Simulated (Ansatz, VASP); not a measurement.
BaTiO3: VASP beside Ansatz

The input INCAR:

```
PREC = Accurate
ENCUT = 520
EDIFF = 1E-8
ISMEAR = -1
SIGMA = 0.03
LREAL = False
LASPH = True
NELM = 80
ALGO = Normal
ISIF = 2
LWAVE = False
LCHARG = False
GGA = PE
LEFG = True
NBANDS = 28
```

KPOINTS

```
regular mesh
0
Gamma
  7 7 7
```

POSCAR

```
BaTiO3
1.0
    3.9457420220      0.0000000000      0.0000000000
    0.0000000000      3.9457420220      0.0000000000
    0.0000000000      0.0000000000      3.9636960459
Ba Ti O
1 1 3
Direct
    0.0000000000      0.0000000000      0.0000000000
    0.5000000000      0.5000000000      0.5000000000
    0.5000000000      0.5000000000      0.0000000000
    0.5000000000      0.0000000000      0.5000000000
    0.0000000000      0.5000000000      0.5000000000
```

Input for Ansatz:

```yaml
crystal:
  lattice:
    - [3.945742022, 0.0, 0.0]
    - [0.0, 3.945742022, 0.0]
    - [0.0, 0.0, 3.9636960459]
  atoms:
    - { symbol: Ba, position: [0.0, 0.0, 0.0] }
    - { symbol: Ti, position: [0.5, 0.5, 0.5] }
    - { symbol: O, position: [0.5, 0.5, 0.0] }
    - { symbol: O, position: [0.5, 0.0, 0.5] }
    - { symbol: O, position: [0.0, 0.5, 0.5] }
kpoints:
  mp_grid: { grid: [7, 7, 7] }
scf:
  occupations: { method: fermi_dirac, width: 0.03 }
hamiltonian:
  xc: pbe
  pseudopotentials: { kind: paw }
output:
  forces: true
  stress: true
  eigenvalues: true
  efg: { contact_densities: true }
```

Change from the starting cell: volume scaled by 0.96, PAW files.

Alike in both runs: task electric field gradients; functional PBE; k mesh 7 × 7 × 7; occupations fermi-dirac, width 0.03 eV; no spin polarisation.

```csv
,VASP,Ansatz
version,VASP 6.6.1,Ansatz 0.2.0
potentials or method,"VASP PAW PBE potentials, release 64 (Ba_sv, Ti_sv, O)","PAW with Ansatz's default frozen-core files, scalar-relativistic"
plane-wave cutoff (eV),520,420
valence electrons in the cell,40,40
```

Ansatz gave:

| Property | Result |
| --- | --- |
| gap on the k mesh at the Fermi level (eV) | 1.95 |
| pressure (GPa) | 9.3 |
| traceless stress, the component that is largest in VASP (GPa) | -0.68 |
| size of Vzz on the site where it differs most (V/Å²) | 21.6 |

Q: What did VASP give for the same quantities?

A: gap on the k mesh at the Fermi level (eV): 1.88; pressure (GPa): 11.4; traceless stress, the component that is largest in VASP (GPa): -0.71; size of Vzz on the site where it differs most (V/Å²): 20.7.

The functional is the same, so the differences come from potentials, cutoffs and numerics.

Neither program's run includes spin-orbit coupling.
